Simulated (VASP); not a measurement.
Set up this calculation in VASP 6.6.1, as the native input.

- Task: single point
- Functional: PBE
- Potentials or basis: VASP PAW PBE potentials, release 64 (Ru_pv)
- Cutoff: 520 eV
- k mesh: 10 × 10 × 13
- Occupations: fermi-dirac, width 0.05 eV
- Spin: collinear spin, ferromagnetic start
- Starting moments: [1.0, 1.0, 1.0] μB
- Dipole correction: no
- Further INCAR settings: ALGO = Normal; EDIFF = 1e-07; NBANDS = 32

The structure of Ru lies in POSCAR:

```
Ru
1.0
    4.2110844045      0.0000000000      0.0000000000
   -2.1055422022      3.6469060718      0.0000000000
    0.0000000000      0.0000000000      2.6457311233
Ru
3
Direct
    1.0000000000      1.0000000000      0.0000000000
    0.3333333333      0.6666666667      0.5000000000
    0.6666666667      0.3333333333      0.5000000000
```

This isn't the form of Ru at room conditions, which is hcp.

One way to write it, as run:

INCAR

```
SYSTEM = Ru
PREC = Accurate
ENCUT = 520
EDIFF = 1E-7
ISMEAR = -1
SIGMA = 0.05
LREAL = .False.
LASPH = .True.
NELM = 150
ALGO = Normal
ISIF = 2
LWAVE = .False.
LCHARG = .False.
ISPIN = 2
MAGMOM = 1 1 1
LORBIT = 11
LMAXMIX = 4
GGA = PE
NBANDS = 32
```

KPOINTS

```
Automatic mesh
0
Gamma
  10 10 13
  0 0 0
```

Potentials or basis: VASP PAW PBE potentials, release 64 (Ru_pv).

Launch:

```bash
$ cat potpaw_PBE.64/Ru_pv/POTCAR > POTCAR
$ mpirun -np 1 vasp_std > vasp.out
```

It gave:

```json
{
  "Pressure": "13.3 GPa",
  "Band gap on the k mesh": "zero (filled and empty bands overlap)",
  "Net moment": "0.00 μB per cell",
  "Valence electrons inside the program's atomic spheres": "Ru 12.62, 12.77 (each value once)"
}
```

Caveat: the cell stands under pressure.

It took 3.7 min on 1 thread of AMD EPYC 7R13 Processor (Zen 3), with other jobs on the host, peak memory 0.26 GiB.
